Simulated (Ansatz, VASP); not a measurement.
# One calculation of Al3Ni5, two programs

```
Al Ni
1.0
     3.29333   -3.69194    0.00000
     3.29333    3.69194    0.00000
     0.00000    0.00000    3.72035
Al Ni
3 5
Cartesian
  3.2933 -0.0960 0.0000
  3.2933 -2.0600 1.8602
  3.2933 2.0704 1.8602
  0.0000 0.0963 0.0000
  1.7711 1.8337 0.0000
  1.5223 -1.8583 0.0000
  1.8195 -0.0162 1.8602
  4.7672 -0.0162 1.8602
```

Change from the starting cell: mode 4 (125.4 1/cm) frozen in, largest displacement +0.125 Å.

Alike in both runs: task single point; functional PBEsol; k mesh 8 × 8 × 10; occupations gaussian, width 0.15 eV; no spin polarisation.

|  | VASP | Ansatz |
| --- | --- | --- |
| version | VASP 6.6.1 | Ansatz 0.2.0 |
| potentials or method | VASP PAW PBE potentials, release 64 (Al, Ni), cutoff 520 eV | scalar-relativistic, plane waves, PAW |
| valence electrons in the cell | 59 | 99 |

```tsv
	VASP	Ansatz	Ansatz less VASP
gap on the k mesh at the Fermi level (eV)	none	none	-
pressure (GPa)	0.5	0.3	-0.18
traceless stress, the component that is largest in VASP (GPa)	1.08	0.97	-0.113
rms of the force components (eV/Å)	0.152	0.150	-0.0015
```

VASP's potentials were made for PBE, not for PBEsol. Atom by atom the forces differ by 0.003 eV/Å (rms over components). A gap of «none» marks a metal or a gap that the smearing closes. VASP's potentials hold 59 valence electrons a cell and Ansatz's 99, so a difference there can come from the potentials and not from the codes.
